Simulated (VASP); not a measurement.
# TlCl (Pm-3m) in VASP: notebook

TlCl is run at these levels: r2SCAN; tasks: single point.

Program: VASP 6.6.1. These are calculated values, not measurements. Logs are shortened: lines on timing, memory, paths and dates and some standing lists are left out, and cuts for length are marked.

## Step 1: The cell of the first run

The structure is cubic, space group Pm-3m (No. 221). The conventional cell has a = 3.837 Å, b = 3.837 Å, c = 3.837 Å, α = 90.00°, β = 90.00°, γ = 90.00°. Within 4.4 Å of Tl (site symmetry m-3m) lie 8 Cl at 3.32 Å and 6 Tl at 3.84 Å. Cl (site symmetry m-3m) has 8 Tl at 3.32 Å and 6 Cl at 3.84 Å within 4.4 Å.

## Step 2: Single point, r2SCAN

The input, POSCAR:

```
TlCl
1.0
    3.8370137808      0.0000000000      0.0000000000
    0.0000000000      3.8370137808      0.0000000000
    0.0000000000      0.0000000000      3.8370137808
Tl Cl
1 1
Direct
    0.0000000000      0.0000000000      0.0000000000
    0.5000000000      0.5000000000      0.5000000000
```

The input, INCAR.step1:

```
SYSTEM = TlCl
  ALGO = Normal
  EDIFF = 1E-5
  ENCUT = 550
  GGA = PE
  GGA_COMPAT = .FALSE.
  ISMEAR = 0
  LASPH = .TRUE.
  LCHARG = .FALSE.
  LREAL = .FALSE.
  LWAVE = .TRUE.
  NBANDS = 17
  NELM = 120
  PREC = Accurate
  SIGMA = 0.01
```

The input, INCAR.step2:

```
SYSTEM = TlCl
  ALGO = Normal
  EDIFF = 1E-6
  ENCUT = 550
  GGA_COMPAT = .FALSE.
  ISIF = 2
  ISMEAR = 0
  ISTART = 1
  LASPH = .TRUE.
  LCHARG = .TRUE.
  LELF = .TRUE.
  LMIXTAU = .TRUE.
  LREAL = .FALSE.
  LVHAR = .TRUE.
  LWAVE = .FALSE.
  METAGGA = R2SCAN
  NBANDS = 17
  NELM = 120
  PREC = Accurate
  SIGMA = 0.01
```

The input, KPOINTS:

```
k-points
0
G
  6 6 6
  0 0 0
```

Potentials or basis: VASP PAW PBE potentials, release 64 (Tl_d, Cl).

Command:

```sh
cat potpaw_PBE.64/Tl_d/POTCAR potpaw_PBE.64/Cl/POTCAR > POTCAR
cp INCAR.step1 INCAR
mpirun -np 1 vasp_std > vasp.out
cp INCAR.step2 INCAR
mpirun -np 1 vasp_std > vasp.out
```

OUTCAR:

```text
SYSTEM = TlCl
   EDIFF = 1E-6
   ENCUT = 550
   ISIF = 2
   ISMEAR = 0
   ISTART = 1
   LASPH = .TRUE.
   LREAL = .FALSE.
   METAGGA = R2SCAN
   NELM = 120
   PREC = Accurate

 ion  position               nearest neighbor table
   1  0.000  0.000  0.000-   2 3.32   2 3.32   2 3.32   2 3.32   2 3.32   2 3.32   2 3.32   2 3.32

   2  0.500  0.500  0.500-   1 3.32   1 3.32   1 3.32   1 3.32   1 3.32   1 3.32   1 3.32   1 3.32

  LATTYP: Found a simple cubic cell.
 ALAT       =     3.8370137808

  Lattice vectors:

 A1 = (   3.8370137808,   0.0000000000,   0.0000000000)
 A2 = (   0.0000000000,   3.8370137808,   0.0000000000)
 A3 = (   0.0000000000,   0.0000000000,   3.8370137808)

Analysis of symmetry for initial positions (statically):
=====================================================================
 Subroutine PRICEL returns:
 Original cell was already a primitive cell.

 Routine SETGRP: Setting up the symmetry group for a
 simple cubic supercell.

 Subroutine GETGRP returns: Found 48 space group operations
 (whereof 48 operations were pure point group operations)
 out of a pool of 48 trial point group operations.

The static configuration has the point symmetry O_h .

Analysis of symmetry for dynamics (positions and initial velocities):
=====================================================================
 Subroutine PRICEL returns:
 Original cell was already a primitive cell.

 Routine SETGRP: Setting up the symmetry group for a
 simple cubic supercell.

 Subroutine GETGRP returns: Found 48 space group operations
 (whereof 48 operations were pure point group operations)
 out of a pool of 48 trial point group operations.

The dynamic configuration has the point symmetry O_h .

 Subroutine INISYM returns: Found 48 space group operations
 (whereof 48 operations are pure point group operations),
 and found     1 'primitive' translations

----------------------------------------------------------------------------------------

                                     Primitive cell

  volume of cell :      56.4911

  direct lattice vectors                    reciprocal lattice vectors
     3.837013781  0.000000000  0.000000000     0.260619340  0.000000000  0.000000000
     0.000000000  3.837013781  0.000000000     0.000000000  0.260619340  0.000000000
     0.000000000  0.000000000  3.837013781     0.000000000  0.000000000  0.260619340

  length of vectors
     3.837013781  3.837013781  3.837013781     0.260619340  0.260619340  0.260619340

  position of ions in fractional coordinates (direct lattice)
     0.000000000  0.000000000  0.000000000
     0.500000000  0.500000000  0.500000000

  ion indices of the primitive-cell ions
   primitive index   ion index
                 1           1
                 2           2

----------------------------------------------------------------------------------------

 KPOINTS: k-points

Automatic generation of k-mesh.
 Grid dimensions read from file:
 generate k-points for:    6    6    6

 Generating k-lattice:

  Cartesian coordinates                     Fractional coordinates (reciprocal lattice)
     0.043436557  0.000000000  0.000000000     0.166666667  0.000000000  0.000000000
     0.000000000  0.043436557  0.000000000     0.000000000  0.166666667  0.000000000
     0.000000000  0.000000000  0.043436557     0.000000000  0.000000000  0.166666667

  Length of vectors
     0.043436557  0.043436557  0.043436557

  Shift w.r.t. Gamma in fractional coordinates (k-lattice)
     0.000000000  0.000000000  0.000000000

 Subroutine IBZKPT returns following result:
 ===========================================

 Found     20 irreducible k-points:

 Following reciprocal coordinates:
            Coordinates               Weight
  0.000000  0.000000  0.000000      1.000000
  0.166667  0.000000  0.000000      6.000000
  0.333333  0.000000  0.000000      6.000000
  0.500000  0.000000  0.000000      3.000000
  0.166667  0.166667  0.000000     12.000000
  0.333333  0.166667  0.000000     24.000000
[... 12 lines left out ...]
  0.500000  0.500000  0.333333      6.000000
  0.500000  0.500000  0.500000      1.000000
   k-points           NKPTS =     20   k-points in BZ     NKDIM =     20   number of bands    NBANDS=     17
   number of dos      NEDOS =    301   number of ions     NIONS =      2
   total plane-waves  NPLWV =  27000
   dimension x,y,z NGX =    30 NGY =   30 NGZ =   30
   dimension x,y,z NGXF=    60 NGYF=   60 NGZF=   60
   ions per type =               1   1
   NGX,Y,Z   is equivalent  to a cutoff of  13.00, 13.00, 13.00 a.u.
   NGXF,Y,Z  is equivalent  to a cutoff of  26.00, 26.00, 26.00 a.u.
 SYSTEM =  TlCl
   PREC   = accura    normal or accurate (medium, high low for compatibility)
   ISTART =      1    job   : 0-new  1-cont  2-samecut
   ICHARG =      0    charge: 1-file 2-atom 10-const
   ISPIN  =      1    spin polarized calculation?
   LNONCOLLINEAR =      F non collinear calculations
   LSORBIT =      F    spin-orbit coupling
   LASPH  =      T    aspherical Exc in radial PAW
   ENCUT  =  550.0 eV  40.42 Ry    6.36 a.u.   7.34  7.34  7.34*2*pi/ulx,y,z
   NELM   =    120;   NELMIN=  2; NELMDL=  0     # of ELM steps
   EDIFF  = 0.1E-05   stopping-criterion for ELM
   LREAL  =      F    real-space projection
   EDIFFG = 0.1E-04   stopping-criterion for IOM
   NSW    =      0    number of steps for IOM
   IBRION =     -1    ionic relax: 0-MD 1-quasi-New 2-CG
   NFREE  =      0    steps in history (QN), initial steepest desc. (CG)
   ISIF   =      2    stress and relaxation
   ISYM   =      2    0-nonsym 1-usesym 2-fastsym
   POTIM  = 0.5000    time-step for ionic-motion
   TEBEG  =    0.0;   TEEND  =   0.0 temperature during run
   PSTRESS=    0.0 pullay stress
   NELECT =      20.0000    total number of electrons
   NUPDOWN=      -1.0000    fix difference up-down
   EMIN   =  10.00;   EMAX   =-10.00  energy-range for DOS
   EFERMI =   0.00;   METHOD = LEGACY
   ISMEAR =     0;   SIGMA  =   0.01  broadening in eV -4-tet -1-fermi 0-gaus
   EFERMI_NEDOS =   21; number of points for ismear=-14 and -15
   IALGO  =     38    algorithm
   IMIX   =      4    mixing-type and parameters
     AMIX     =   0.40;   BMIX     =  1.00
     AMIX_MAG =   1.60;   BMIX_MAG =  1.00
  volume/ion in A,a.u.               =      28.25       190.61
  Fermi-wavevector in a.u.,A,eV,Ry     =   1.158132  2.188553 18.249089  1.341270
  Thomas-Fermi vector in A             =   2.294737
   LORBIT       =      0    0 simple, 1 ext, 2 COOP (PROOUT), +10 PAW based schemes
   METAGGA = R2SCAN    functional components
   LHFCALC =     F    Hartree Fock is set to
   AEXX    =    0.0000 exact exchange contribution
   IVDW    =     0    specifies the selected vdW correction
   LEPSILON=     F    determine dielectric tensor
   LRPA    =     F    only Hartree local field effects (RPA)
 non-spin polarized calculation
 Gauss-broadening in eV      SIGMA  =   0.01
  energy-cutoff  :      550.00
  volume of cell :       56.49
 maximum number of plane-waves:      1675
 NGX is ok and might be reduce to    30
   NGX = 15   NGY = 15   NGZ = 15

 number of electron      20.0000005 magnetization

 Free energy of the ion-electron system (eV)
  ---------------------------------------------------
  ext. energy  EPLUGINS =         0.00000000
  ---------------------------------------------------
  free energy    TOTEN  =       -61.54948354 eV

  energy without entropy =      -61.54948354  energy(sigma->0) =      -61.54948354

 E-fermi :   2.4690     XC(G=0):  -9.6166

 val. band max:        2.3950061261   @ k =   0.5000   0.0000   0.0000
 cond. band min:       4.9073631763   @ k =   0.5000   0.0000   0.0000
 fundamental gap:      2.5123570502
 Fermi energy:         2.4689988226

 k-point     1 :       0.0000    0.0000    0.0000
  band No.  band energies     occupation
      1     -12.0023      2.00000
      2      -7.8788      2.00000
      3      -7.8788      2.00000
      4      -7.6296      2.00000
      5      -7.6296      2.00000
      6      -7.6296      2.00000
[... 9 lines left out ...]
     16      15.6700      0.00000
     17      17.3320      0.00000

 k-point     2 :       0.1667    0.0000    0.0000
  band No.  band energies     occupation
      1     -11.9434      2.00000
      2      -7.8754      2.00000
      3      -7.8347      2.00000
      4      -7.6498      2.00000
      5      -7.6498      2.00000
      6      -7.6278      2.00000
[... 9 lines left out ...]
     16      16.9905      0.00000
     17      17.1569      0.00000

 k-point     3 :       0.3333    0.0000    0.0000
  band No.  band energies     occupation
      1     -11.8198      2.00000
      2      -7.8684      2.00000
      3      -7.7498      2.00000
      4      -7.6897      2.00000
      5      -7.6897      2.00000
      6      -7.6241      2.00000
[... 9 lines left out ...]
     16      15.4328      0.00000
     17      17.3085      0.00000

 k-point     4 :       0.5000    0.0000    0.0000
  band No.  band energies     occupation
      1     -11.7550      2.00000
      2      -7.8650      2.00000
      3      -7.7096      2.00000
      4      -7.7093      2.00000
      5      -7.7093      2.00000
      6      -7.6222      2.00000
[... 9 lines left out ...]
     16      17.1233      0.00000
     17      17.3002      0.00000

 k-point     5 :       0.1667    0.1667    0.0000
  band No.  band energies     occupation
      1     -11.8915      2.00000
      2      -7.8525      2.00000
      3      -7.8082      2.00000
      4      -7.6629      2.00000
      5      -7.6501      2.00000
      6      -7.6439      2.00000
[... 9 lines left out ...]
     16      15.5203      0.00000
     17      16.0516      0.00000

 k-point     6 :       0.3333    0.1667    0.0000
  band No.  band energies     occupation
      1     -11.7838      2.00000
      2      -7.8388      2.00000
      3      -7.7260      2.00000
      4      -7.6864      2.00000
      5      -7.6852      2.00000
      6      -7.6411      2.00000
[... 9 lines left out ...]
     16      15.7491      0.00000
     17      15.8124      0.00000

 k-point     7 :       0.5000    0.1667    0.0000
  band No.  band energies     occupation
      1     -11.7279      2.00000
      2      -7.8343      2.00000
      3      -7.7037      2.00000
      4      -7.6974      2.00000
      5      -7.6837      2.00000
      6      -7.6385      2.00000
[... 9 lines left out ...]
     16      16.0891      0.00000
     17      16.5893      0.00000

 k-point     8 :       0.3333    0.3333    0.0000
  band No.  band energies     occupation
      1     -11.7104      2.00000
      2      -7.8047      2.00000
      3      -7.6786      2.00000
      4      -7.6763      2.00000
      5      -7.6725      2.00000
      6      -7.6539      2.00000
[... 9 lines left out ...]
     16      14.8810      0.00000
     17      16.4119      0.00000
[... 123 lines left out ...]
      1     -11.6318      2.00000
      2      -7.7422      2.00000
      3      -7.7372      2.00000
      4      -7.6988      2.00000
      5      -7.6687      2.00000
      6      -7.6084      2.00000
[... 9 lines left out ...]
     16      14.7772      0.00000
     17      17.9529      0.00000

 k-point    16 :       0.5000    0.5000    0.1667
  band No.  band energies     occupation
      1     -11.5989      2.00000
      2      -7.7278      2.00000
      3      -7.7181      2.00000
      4      -7.7181      2.00000
      5      -7.6884      2.00000
      6      -7.5681      2.00000
[... 9 lines left out ...]
     16      14.9470      0.00000
     17      17.3258      0.00000

 k-point    17 :       0.3333    0.3333    0.3333
  band No.  band energies     occupation
      1     -11.5886      2.00000
      2      -7.7563      2.00000
      3      -7.7563      2.00000
      4      -7.6822      2.00000
      5      -7.6468      2.00000
      6      -7.6468      2.00000
[... 9 lines left out ...]
     16      14.5803      0.00000
     17      19.2792      0.00000

 k-point    18 :       0.5000    0.3333    0.3333
  band No.  band energies     occupation
      1     -11.5463      2.00000
      2      -7.7828      2.00000
      3      -7.7527      2.00000
      4      -7.7149      2.00000
      5      -7.6451      2.00000
      6      -7.5952      2.00000
[... 9 lines left out ...]
     16      15.3708      0.00000
     17      19.8061      0.00000

 k-point    19 :       0.5000    0.5000    0.3333
  band No.  band energies     occupation
      1     -11.5019      2.00000
      2      -7.7787      2.00000
      3      -7.7787      2.00000
      4      -7.7663      2.00000
      5      -7.6194      2.00000
      6      -7.5661      2.00000
[... 9 lines left out ...]
     16      15.7262      0.00000
     17      20.1027      0.00000

 k-point    20 :       0.5000    0.5000    0.5000
  band No.  band energies     occupation
      1     -11.4511      2.00000
      2      -7.8082      2.00000
      3      -7.8082      2.00000
      4      -7.8082      2.00000
      5      -7.5652      2.00000
      6      -7.5652      2.00000
[... 9 lines left out ...]
     16      16.1165      0.00000
     17      20.1860      0.00000

------------------------ aborting loop because EDIFF is reached ----------------------------------------

  FORCE on cell =-STRESS in cart. coord.  units (eV):
  Direction    XX          YY          ZZ          XY          YZ          ZX
  --------------------------------------------------------------------------------------
  -------------------------------------------------------------------------------------
  Total       -0.0070597     -0.0070597     -0.0070597      0.0000000      0.0000000      0.0000000
  in kB       -0.2002229     -0.2002229     -0.2002229      0.0000000      0.0000000      0.0000000
  external PRESSURE =      -0.2002229 kB  Pullay stress =       0.0000000 kB

 VOLUME and BASIS-vectors are now :
 -----------------------------------------------------------------------------
  energy-cutoff  :      550.00
  volume of cell :       56.49
      direct lattice vectors                 reciprocal lattice vectors
     3.837013781  0.000000000  0.000000000     0.260619340  0.000000000  0.000000000
     0.000000000  3.837013781  0.000000000     0.000000000  0.260619340  0.000000000
     0.000000000  0.000000000  3.837013781     0.000000000  0.000000000  0.260619340

 POSITION                                       TOTAL-FORCE (eV/Angst)
 -----------------------------------------------------------------------------------
      0.00000      0.00000      0.00000         0.000000      0.000000      0.000000
      1.91851      1.91851      1.91851         0.000000      0.000000      0.000000
 -----------------------------------------------------------------------------------
    total drift:                                0.000000      0.000000     -0.000000

  FREE ENERGIE OF THE ION-ELECTRON SYSTEM (eV)
  ---------------------------------------------------
  free  energy   TOTEN  =       -61.5494835446 eV

  energy  without entropy=      -61.5494835446  energy(sigma->0) =      -61.54948354
```

Run time: 52 s. Hardware: 1 thread of Intel Xeon 6975P-C, shared host; peak memory 0.18 GiB.

Results:

```
Free energy            : -61.5495 eV
Pressure               : 0.0 GPa
Band gap on the k mesh : 2.51 eV, direct
```

Caveat: the PAW data sets were made with another functional, which shifts forces and pressure a little; spin-orbit coupling is left out, which moves the levels of the heavy elements.

(Continued in part 2 of 2.)
